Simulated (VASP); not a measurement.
# NaLa (P-6m2) in VASP: further runs

The runs below take NaLa through single point, with b88 exchange, pbe correlation.

Program: VASP 6.6.1. These are calculated values, not measurements. Logs are shortened: lines on timing, memory, paths and dates and some standing lists are left out, and cuts for length are marked.

## 1. The cell of the first run

The structure is hexagonal, space group P-6m2 (No. 187). The conventional cell has a = 3.546 Å, b = 3.546 Å, c = 6.705 Å, α = 90.00°, β = 90.00°, γ = 120.00°. Na (site symmetry -6m2) has 6 Na at 3.55 Å and 6 La at 3.93 Å within 4.7 Å. La (site symmetry -6m2) has 6 La at 3.55 Å and 6 Na at 3.93 Å within 4.7 Å.

## 2. Single point, b88 exchange, pbe correlation

INCAR reads:

```
PREC = Accurate
ENCUT = 500
EDIFF = 1E-6
ISMEAR = 0
SIGMA = 0.1
LREAL = False
LASPH = True
NELM = 200
ALGO = Normal
ISIF = 2
LWAVE = False
LCHARG = False
GGA = LIBXC
LIBXC1 = GGA_X_B88
LIBXC2 = GGA_C_PBE
NBANDS = 16
GGA_COMPAT = False
LMAXMIX = 6
```

KPOINTS reads:

```
regular mesh
0
Gamma
  7 7 4
```

POSCAR reads:

```
NaLa
1.0
    3.5461458333      0.0000000000      0.0000000000
   -1.7730778333      3.0710483333      0.0000000000
    0.0000000000      0.0000000000      6.7054317725
Na La
1 1
Direct
    0.0000000000      0.0000000000      0.0000000000
    0.3333333333      0.6666666667      0.5000000000
```

Potentials or basis: VASP PAW PBE potentials, release 64 (Na_pv, La).

The run is started by

```console
$ cat potpaw_PBE.64/Na_pv/POTCAR potpaw_PBE.64/La/POTCAR > POTCAR
$ mpirun -np 1 vasp_std > vasp.out
```

OUTCAR:

```text
PREC = Accurate
   ENCUT = 500
   EDIFF = 1E-6
   ISMEAR = 0
   LREAL = False
   LASPH = True
   NELM = 200
   ISIF = 2
   GGA = LIBXC

 ion  position               nearest neighbor table
   1  0.000  0.000  0.000-
   2  0.333  0.667  0.500-

  LATTYP: Found a hexagonal cell.
 ALAT       =     3.5461458333
 C/A-ratio  =     1.8909069417

  Lattice vectors:

 A1 = (   3.5461458333,   0.0000000000,   0.0000000000)
 A2 = (  -1.7730778333,   3.0710483333,   0.0000000000)
 A3 = (   0.0000000000,   0.0000000000,   6.7054317725)

Analysis of symmetry for initial positions (statically):
=====================================================================
 Subroutine PRICEL returns:
 Original cell was already a primitive cell.

 Routine SETGRP: Setting up the symmetry group for a
 hexagonal supercell.

 Subroutine GETGRP returns: Found 12 space group operations
 (whereof 12 operations were pure point group operations)
 out of a pool of 24 trial point group operations.

The static configuration has the point symmetry D_3h.

Analysis of symmetry for dynamics (positions and initial velocities):
=====================================================================
 Subroutine PRICEL returns:
 Original cell was already a primitive cell.

 Routine SETGRP: Setting up the symmetry group for a
 hexagonal supercell.

 Subroutine GETGRP returns: Found 12 space group operations
 (whereof 12 operations were pure point group operations)
 out of a pool of 24 trial point group operations.

The dynamic configuration has the point symmetry D_3h.

 Subroutine INISYM returns: Found 12 space group operations
 (whereof 12 operations are pure point group operations),
 and found     1 'primitive' translations

----------------------------------------------------------------------------------------

                                     Primitive cell

  volume of cell :      73.0247

  direct lattice vectors                    reciprocal lattice vectors
     3.546145833  0.000000000  0.000000000     0.281996299  0.162811305  0.000000000
    -1.773077833  3.071048333  0.000000000     0.000000000  0.325621707  0.000000000
     0.000000000  0.000000000  6.705431772     0.000000000  0.000000000  0.149132828

  length of vectors
     3.546145833  3.546144790  6.705431772     0.325621611  0.325621707  0.149132828

  position of ions in fractional coordinates (direct lattice)
     0.000000000  0.000000000  0.000000000
     0.333333333  0.666666667  0.500000000
[... 75 lines left out ...]
   NELM   =    200;   NELMIN=  2; NELMDL= -5     # of ELM steps
   EDIFF  = 0.1E-05   stopping-criterion for ELM
   LREAL  =      F    real-space projection
   EDIFFG = 0.1E-04   stopping-criterion for IOM
   NSW    =      0    number of steps for IOM
   IBRION =     -1    ionic relax: 0-MD 1-quasi-New 2-CG
   NFREE  =      0    steps in history (QN), initial steepest desc. (CG)
   ISIF   =      2    stress and relaxation
   ISYM   =      2    0-nonsym 1-usesym 2-fastsym
   POTIM  = 0.5000    time-step for ionic-motion
   TEBEG  =    0.0;   TEEND  =   0.0 temperature during run
   PSTRESS=    0.0 pullay stress
   NELECT =      18.0000    total number of electrons
   NUPDOWN=      -1.0000    fix difference up-down
   EMIN   =  10.00;   EMAX   =-10.00  energy-range for DOS
   EFERMI =   0.00;   METHOD = LEGACY
   ISMEAR =     0;   SIGMA  =   0.10  broadening in eV -4-tet -1-fermi 0-gaus
   EFERMI_NEDOS =   21; number of points for ismear=-14 and -15
   IALGO  =     38    algorithm
   IMIX   =      4    mixing-type and parameters
     AMIX     =   0.40;   BMIX     =  1.00
     AMIX_MAG =   1.60;   BMIX_MAG =  1.00
  volume/ion in A,a.u.               =      36.51       246.40
  Fermi-wavevector in a.u.,A,eV,Ry     =   1.026461  1.939730 14.335392  1.053622
  Thomas-Fermi vector in A             =   2.160355
   LORBIT       =      0    0 simple, 1 ext, 2 COOP (PROOUT), +10 PAW based schemes
   GGA     = LIBXC    functional components
   LHFCALC =     F    Hartree Fock is set to
   AEXX    =    0.0000 exact exchange contribution
   IVDW    =     0    specifies the selected vdW correction
   LEPSILON=     F    determine dielectric tensor
   LRPA    =     F    only Hartree local field effects (RPA)
 non-spin polarized calculation
 Gauss-broadening in eV      SIGMA  =   0.10
  energy-cutoff  :      500.00
  volume of cell :       73.02
 maximum number of plane-waves:      1884
 NGX is ok and might be reduce to    28

 number of electron      17.9999983 magnetization

 Free energy of the ion-electron system (eV)
  ---------------------------------------------------
  ext. energy  EPLUGINS =         0.00000000
  ---------------------------------------------------
  free energy    TOTEN  =        -5.73504267 eV

  energy without entropy =       -5.72649007  energy(sigma->0) =       -5.73076637

 E-fermi :   4.1633     XC(G=0):  -8.0826

 val. band max:        4.1539982161   @ k =   0.4286   0.0000   0.0000
 cond. band min:       4.1797030911   @ k =   0.2857   0.0000   0.2500
 fundamental gap:      0.0257048750
 Fermi energy:         4.1633279692

 k-point     1 :       0.0000    0.0000    0.0000
  band No.  band energies     occupation
      1     -28.9277      2.00000
      2     -20.4480      2.00000
      3     -20.4480      2.00000
      4     -20.4382      2.00000
      5     -12.7321      2.00000
      6     -11.7787      2.00000
[... 433 lines left out ...]
      3     -20.4729      2.00000
      4     -20.4306      2.00000
      5     -13.0854      2.00000
      6     -12.6850      2.00000
[... 8 lines left out ...]
     15       5.9800      0.00000
     16       6.2498      0.00000

------------------------ aborting loop because EDIFF is reached ----------------------------------------

  FORCE on cell =-STRESS in cart. coord.  units (eV):
  Direction    XX          YY          ZZ          XY          YZ          ZX
  --------------------------------------------------------------------------------------
  -------------------------------------------------------------------------------------
  Total        0.0976344      0.0976341     -0.2474185     -0.0000002      0.0000000      0.0000000
  in kB        2.1421183      2.1421126     -5.4284120     -0.0000034      0.0000000      0.0000000
  external PRESSURE =      -0.3813937 kB  Pullay stress =       0.0000000 kB

 VOLUME and BASIS-vectors are now :
 -----------------------------------------------------------------------------
  energy-cutoff  :      500.00
  volume of cell :       73.02
      direct lattice vectors                 reciprocal lattice vectors
     3.546145833  0.000000000  0.000000000     0.281996299  0.162811305  0.000000000
    -1.773077833  3.071048333  0.000000000     0.000000000  0.325621707  0.000000000
     0.000000000  0.000000000  6.705431772     0.000000000  0.000000000  0.149132828

 POSITION                                       TOTAL-FORCE (eV/Angst)
 -----------------------------------------------------------------------------------
      0.00000      0.00000      0.00000         0.000000      0.000000      0.000000
     -0.00000      2.04737      3.35272        -0.000000     -0.000000      0.000000
 -----------------------------------------------------------------------------------
    total drift:                                0.000009     -0.000007     -0.000000

  FREE ENERGIE OF THE ION-ELECTRON SYSTEM (eV)
  ---------------------------------------------------
  free  energy   TOTEN  =        -5.7350426675 eV

  energy  without entropy=       -5.7264900735  energy(sigma->0) =       -5.73076637
```

OSZICAR:

```text
N       E                     dE             d eps       ncg     rms          rms(c)
DAV:   1     0.179107471846E+03    0.17911E+03   -0.74361E+03   768   0.139E+03
DAV:   2     0.134749784163E+02   -0.16563E+03   -0.16073E+03  1024   0.272E+02
DAV:   3    -0.434481530596E+01   -0.17820E+02   -0.17300E+02   992   0.109E+02
DAV:   4    -0.642263125098E+01   -0.20778E+01   -0.19524E+01  1464   0.279E+01
DAV:   5    -0.649237992846E+01   -0.69749E-01   -0.69557E-01  1008   0.490E+00    0.317E+00
DAV:   6    -0.576857461960E+01    0.72381E+00   -0.19871E+00  1336   0.624E+00    0.159E+00
DAV:   7    -0.572542715124E+01    0.43147E-01   -0.15924E-01  1128   0.246E+00    0.734E-01
DAV:   8    -0.572713165489E+01   -0.17045E-02   -0.57694E-02  1312   0.193E+00    0.257E-01
DAV:   9    -0.573222594347E+01   -0.50943E-02   -0.18776E-02  1024   0.866E-01    0.153E-01
DAV:  10    -0.573464351858E+01   -0.24176E-02   -0.14011E-02  1352   0.616E-01    0.103E-01
DAV:  11    -0.573503926000E+01   -0.39574E-03   -0.34454E-03  1200   0.377E-01    0.480E-02
DAV:  12    -0.573501118100E+01    0.28079E-04   -0.76279E-04  1312   0.224E-01    0.455E-02
DAV:  13    -0.573504186294E+01   -0.30682E-04   -0.26201E-04  1080   0.113E-01    0.553E-03
DAV:  14    -0.573504202464E+01   -0.16170E-06   -0.19496E-05  1248   0.390E-02    0.100E-02
DAV:  15    -0.573504266751E+01   -0.64288E-06   -0.36506E-06  1088   0.146E-02
   1 F= -.57350427E+01 E0= -.57307664E+01  d E =-.855259E-02
```

stdout:

```text
POSCAR found type information on POSCAR NaLa
 POSCAR found :  2 types and       2 ions
 scaLAPACK will be used
 -----------------------------------------------------------------------------
|                                                                             |
|                                                                             |
|     You enforced a specific xc type in the INCAR file but a different       |
|     I HOPE YOU KNOW WHAT YOU ARE DOING!                                     |
|                                                                             |
 -----------------------------------------------------------------------------

 LDA part: xc-table for (None,None), standard interpolation
 POSCAR, INCAR and KPOINTS ok, starting setup
 FFT: planning ... GRIDC
 FFT: planning ... GRID_SOFT
 FFT: planning ... GRID
 WAVECAR not read
 entering main loop
```

Wall time 17 s (1 thread of Intel Xeon 6975P-C (Granite Rapids), shared host); peak memory 0.2 GiB.

What came out:

| Quantity | Value |
| --- | --- |
| Free energy | -5.7350 eV |
| Pressure | 0.0 GPa |
| Band gap on the k mesh | zero (bands 9 and 10 overlap by 0.76 eV) |

Caveat: the PAW data sets were made with another functional, which shifts forces and pressure a little; spin-orbit coupling is left out, which moves the levels of the heavy elements.

## 3. Single point, b88 exchange, pbe correlation

This run uses another cell than the first one, of the same volume but with other edges.

INCAR reads:

```
ALGO = Normal
EDIFF = 1E-6
ENCUT = 500
GGA = LIBXC
GGA_COMPAT = F
ISIF = 2
ISMEAR = 0
LASPH = T
LCHARG = F
LIBXC1 = GGA_X_B88
LIBXC2 = GGA_C_PBE
LMAXMIX = 6
LREAL = F
LWAVE = F
NBANDS = 16
NELM = 200
PREC = Accurate
SIGMA = 0.1
```

KPOINTS reads:

```
k-points
0
Gamma
  7 7 4
```

POSCAR reads:

```
NaLa
1.0
    3.6663541667      0.0000000000      0.0000000000
   -1.8331821667      3.1751516667      0.0000000000
    0.0000000000      0.0000000000      6.2729395324
Na La
1 1
Direct
    0.0000000000      0.0000000000      0.0000000000
    0.3333333333      0.6666666667      0.5000000000
```

Potentials or basis: VASP PAW PBE potentials, release 64 (Na_pv, La).

The run is started by

```console
$ cat potpaw_PBE.64/Na_pv/POTCAR potpaw_PBE.64/La/POTCAR > POTCAR
$ mpirun -np 1 vasp_std > vasp.out
```

Wall time 17 s (1 thread of Intel Xeon 6975P-C (Granite Rapids), shared host); peak memory 0.2 GiB.

Results (log left out):

```yaml
Free_energy: -5.7093 eV
Pressure: -0.2 GPa
Band_gap_on_the_k_mesh: zero (bands 9 and 10 overlap by 0.61 eV)
```

Stress tensor (GPa, compression positive):
```
-1.02  0.00  0.00
 0.00 -1.02  0.00
 0.00  0.00  1.42
```

Levels at points of the mesh, in eV from the Fermi level:
```csv
k point,band 5,band 6,band 7,band 8,band 9,band 10,band 11,band 12,band 13,band 14
"(0.00, 0.00, 0.00)",-17.04,-16.27,-16.27,-3.32,-1.18,0.84,1.07,1.57,1.57,1.62
"(0.00, 0.00, 0.50)",-17.04,-16.27,-16.27,-2.36,-1.97,0.16,1.07,1.30,1.57,1.57
```

Caveat: the PAW data sets were made with another functional, which shifts forces and pressure a little; spin-orbit coupling is left out, which moves the levels of the heavy elements.

The gap in the log of VASP goes by the Fermi energy; the results here count the filled bands.